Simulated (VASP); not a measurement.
Wanted: the native input for a VASP 6.6.1 run.

```yaml
Task: single point
Functional: PBE
Potentials_or_basis: VASP PAW PBE potentials, release 64 (Sn_d, As)
Cutoff: 520 eV
k_mesh: 4 × 4 × 4
Occupations: gaussian, width 0.1 eV
Spin: no spin polarisation
Dipole_correction: no
Further_INCAR_settings: ALGO = Normal; EDIFF = 1e-07; NBANDS = 30
```

The structure of Sn2As3 lies in POSCAR:

```
Sn2As3
1.0
    4.2889992100      0.0000000000      0.0000000000
    0.0000000000      4.2889992100      0.0000000000
    0.0000000000      0.0000000000      6.3171761700
Sn As
2 3
Direct
    0.0000000000      0.0000000000      0.7211286400
    0.5000000000      0.5000000000      0.2898103300
    0.5000000000      0.0000000000      0.9934612500
    0.0000000000      0.5000000000      0.9934612500
    0.0000000000      0.0000000000      0.2721384500
```

These files were run (other wordings do the same):

INCAR

```
ALGO = Normal
EDIFF = 1E-7
ENCUT = 520
GGA = PE
ISIF = 2
ISMEAR = 0
LASPH = T
LCHARG = F
LREAL = F
LWAVE = F
NBANDS = 30
NELM = 80
PREC = Accurate
SIGMA = 0.1
```

KPOINTS

```
k-points
0
Gamma
  4 4 4
```

Potentials or basis: VASP PAW PBE potentials, release 64 (Sn_d, As).

Command:

```console
$ cat potpaw_PBE.64/Sn_d/POTCAR potpaw_PBE.64/As/POTCAR > POTCAR
$ mpirun -np 1 vasp_std > vasp.out
```

It gave:

```yaml
Pressure: 11.3 GPa
Largest_force: 1.168 eV/Å
```

Caveat: the k points lie up to 0.37 Å⁻¹ apart; forces of over 1 eV/Å act on the atoms, so gaps and moduli don't describe the material at rest.

It took 28 s on 1 thread of Intel(R) Xeon(R) Platinum 8488C (Sapphire Rapids) (shared host), peak memory 0.23 GiB.
